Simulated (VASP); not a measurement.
# MoS2 (Cmcm) in VASP: a series of runs, part 2 of 2

VASP 6.6.1. Earlier steps stand in the parts before.

## (3) Single point, PBEsol (strain +0.0600 x Voigt [0, 1, 0, 0, 0, 0])

INCAR

```
SYSTEM = MoS2
ALGO     = Normal         ! electronic algorithm
EDIFF    = 1E-7           ! SCF threshold, eV
ENCUT    = 520            ! plane-wave cutoff, eV
GGA      = PS             ! functional
ISIF     = 2              ! what is computed and relaxed
ISMEAR   = 0              ! smearing method
LASPH    = .TRUE.         ! aspherical terms in the spheres
LCHARG   = .FALSE.        ! write CHGCAR
LREAL    = .FALSE.        ! projectors in reciprocal space
LWAVE    = .FALSE.        ! write WAVECAR
NBANDS   = 35             ! bands
NELM     = 100            ! most SCF steps
PREC     = Accurate       ! precision mode
SIGMA    = 0.05           ! smearing width, eV
```

KPOINTS

```
k-points
0
G
  12 12 2
  0 0 0
```

POSCAR

```
MoS2
1.0
    3.1414322073      0.0000000000      0.0000000000
   -1.5707161036      2.8837937016      0.0000000000
    0.0000000000      0.0000000000     12.5788196111
Mo S
2 4
Direct
    0.3333333333      0.6666666667      0.2500000000
    0.6666666667      0.3333333333      0.7500000000
    0.3333333333      0.6666666667      0.6260538431
    0.6666666667      0.3333333333      0.1260538431
    0.3333333333      0.6666666667      0.8739461569
    0.6666666667      0.3333333333      0.3739461569
```

Potentials or basis: VASP PAW PBE potentials, release 64 (Mo_sv, S).

Run with:

```console
$ cat potpaw_PBE.64/Mo_sv/POTCAR potpaw_PBE.64/S/POTCAR > POTCAR
$ mpirun -np 1 vasp_std > vasp.out
```

OUTCAR:

```text
SYSTEM = MoS2
   EDIFF = 1E-7
   ENCUT = 520
   GGA = PS
   ISIF = 2
   ISMEAR = 0
   LASPH = .TRUE.
   LREAL = .FALSE.
   NELM = 100
   PREC = Accurate

 ion  position               nearest neighbor table
   1  0.333  0.667  0.250-   4 2.41   6 2.41   4 2.41   6 2.41   4 2.48   6 2.48
   2  0.667  0.333  0.750-   3 2.41   5 2.41   3 2.41   5 2.41   3 2.48   5 2.48
   3  0.333  0.667  0.626-   2 2.41   2 2.41   2 2.48
   4  0.667  0.333  0.126-   1 2.41   1 2.41   1 2.48
   5  0.333  0.667  0.874-   2 2.41   2 2.41   2 2.48
   6  0.667  0.333  0.374-   1 2.41   1 2.41   1 2.48

  LATTYP: Found a base centered orthorhombic cell.
 ALAT       =     3.1414322073
 B/A-ratio  =     1.8359738561
 C/A-ratio  =     4.0041671381

  Lattice vectors:

 A1 = (   1.5707161036,  -2.8837937016,   0.0000000000)
 A2 = (   1.5707161037,   2.8837937016,   0.0000000000)
 A3 = (   0.0000000000,   0.0000000000,  12.5788196111)

Analysis of symmetry for initial positions (statically):
=====================================================================
 Subroutine PRICEL returns:
[... 184 lines left out ...]
 cond. band min:       7.4987178598   @ k =   0.3333   0.3333   0.0000
 fundamental gap:      0.8458652511
 Fermi energy:         6.9655119579

 k-point     1 :       0.0000    0.0000    0.0000
  band No.  band energies     occupation
      1     -54.8041      2.00000
      2     -54.8041      2.00000
      3     -28.9499      2.00000
      4     -28.9498      2.00000
      5     -28.8301      2.00000
      6     -28.8301      2.00000
[... 901 lines left out ...]
     34      10.5687      0.00000
     35      12.3436      0.00000

 [... further k-points ...]

------------------------ aborting loop because EDIFF is reached ----------------------------------------

  FORCE on cell =-STRESS in cart. coord.  units (eV):
  Direction    XX          YY          ZZ          XY          YZ          ZX
  --------------------------------------------------------------------------------------
  -------------------------------------------------------------------------------------
  Total       -2.9367903     -9.1754363     -3.5918518     -0.0000000     -0.0000000      0.0000000
  in kB      -41.2906529   -129.0047012    -50.5006802     -0.0000000     -0.0000000      0.0000000
  external PRESSURE =     -73.5986781 kB  Pullay stress =       0.0000000 kB

 VOLUME and BASIS-vectors are now :
 -----------------------------------------------------------------------------
  energy-cutoff  :      520.00
  volume of cell :      113.95
      direct lattice vectors                 reciprocal lattice vectors
     3.141432207  0.000000000  0.000000000     0.318326144  0.173382721  0.000000000
    -1.570716104  2.883793702  0.000000000     0.000000000  0.346765443  0.000000000
     0.000000000  0.000000000 12.578819611     0.000000000  0.000000000  0.079498715

 POSITION                                       TOTAL-FORCE (eV/Angst)
 -----------------------------------------------------------------------------------
     -0.00000      1.92253      3.14470         0.000000      0.225510      0.000000
      1.57072      0.96126      9.43411        -0.000000     -0.225510      0.000000
     -0.00000      1.92253      7.87502         0.000000      0.114979      0.557930
      1.57072      0.96126      1.58561        -0.000000     -0.114979      0.557930
     -0.00000      1.92253     10.99321         0.000000      0.114979     -0.557930
      1.57072      0.96126      4.70380        -0.000000     -0.114979     -0.557930
 -----------------------------------------------------------------------------------
    total drift:                               -0.000000      0.000000     -0.000000

  FREE ENERGIE OF THE ION-ELECTRON SYSTEM (eV)
  ---------------------------------------------------
  free  energy   TOTEN  =       -46.6294491339 eV

  energy  without entropy=      -46.6294491339  energy(sigma->0) =      -46.62944913
```

stdout:

```text
POSCAR found type information on POSCAR MoS
 POSCAR found :  2 types and       6 ions
 scaLAPACK will be used
 -----------------------------------------------------------------------------
|                                                                             |
|                                                                             |
|     You enforced a specific xc type in the INCAR file but a different       |
|     I HOPE YOU KNOW WHAT YOU ARE DOING!                                     |
|                                                                             |
 -----------------------------------------------------------------------------

 LDA part: xc-table for (Slater+PW92), standard interpolation
 POSCAR, INCAR and KPOINTS ok, starting setup
 FFT: planning ... GRIDC
 FFT: planning ... GRID_SOFT
 FFT: planning ... GRID
 WAVECAR not read
 entering main loop
```

It took 5.8 min on 1 thread of Oxide Virtual Turin-like, shared host; peak memory 0.37 GiB.

What came out:

| Quantity | Value |
| --- | --- |
| Free energy | -46.6294 eV |
| Pressure | -7.4 GPa |
| Largest force | 0.570 eV/Å |
| Band gap on the k mesh | 0.85 eV (least direct gap 1.47 eV) |

Forces in eV/Å, atoms in the order of the input:
```
Mo   0.000  0.226  0.000
Mo   0.000 -0.226  0.000
S    0.000  0.115  0.558
S    0.000 -0.115  0.558
S    0.000  0.115 -0.558
S    0.000 -0.115 -0.558
```

Stress tensor (GPa, compression positive):
```
 -4.13   0.00   0.00
  0.00 -12.90   0.00
  0.00   0.00  -5.05
```

Levels at points of the mesh, in eV from the valence-band top:
```csv
k point,band 24,band 25,band 26,band 27,band 28,band 29
"(0.00, 0.00, 0.00)",-1.17,-0.94,0.00,1.74,1.75,1.97
"(0.50, 0.00, 0.00)",-1.80,-1.26,-1.14,1.33,1.35,1.97
"(0.00, 0.50, 0.00)",-1.46,-1.37,-1.33,1.45,1.50,1.78
"(0.00, 0.00, 0.50)",-2.08,-0.23,-0.23,1.74,1.74,2.05
"(0.50, 0.00, 0.50)",-1.88,-1.19,-1.19,1.34,1.34,2.08
"(0.00, 0.50, 0.50)",-1.42,-1.39,-1.39,1.47,1.47,1.85
```

Caveat: the cell differs from its parent crystal (strain +0.0600 x Voigt [0, 1, 0, 0, 0, 0]); the stress differs along the axes, from -13 to -4 GPa; the PAW data sets were made with another functional, which shifts forces and pressure a little; this functional lacks dispersion, which binds layers or chains, so the pressure and a relaxed spacing across them are unreliable. A k mesh can miss the band edges.
